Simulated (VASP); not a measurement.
Crystal: As.

```
CELL_PARAMETERS angstrom
1.87975 1.08527 3.48577
-1.87975 1.08527 3.48577
0.00000 -2.17055 3.48577
ATOMIC_POSITIONS crystal
As 0.22754 0.22754 0.22754
As 0.77246 0.77246 0.77246
```

Base run:

* Program: VASP 6.6.1
* Functional: r2SCAN
* Potentials or basis: VASP PAW PBE potentials, release 64 (As)
* Cutoff: 520 eV
* k mesh: 11 × 11 × 11
* Occupations: fermi-dirac, width 0.03 eV
* Spin: no spin polarisation

Its results: band gap on the k mesh zero (band 5 reaches 5.80 eV, above the bottom of band 6 at 5.46 eV); pressure 1.8 GPa; largest force 0.023 eV/Å.

Task: The run is repeated on the same cell with these changes: functional from r2SCAN to LDA; potentials or basis from VASP PAW PBE potentials, release 64 (As) to VASP PAW LDA potentials, release 64 (As). What comes out?

Result: Band gap on the k mesh zero (band 5 reaches 5.75 eV, above the bottom of band 6 at 5.40 eV); pressure -1.1 GPa; largest force 0.134 eV/Å.

Caveats: the PAW data sets were made with another functional, which shifts forces and pressure a little (some runs).
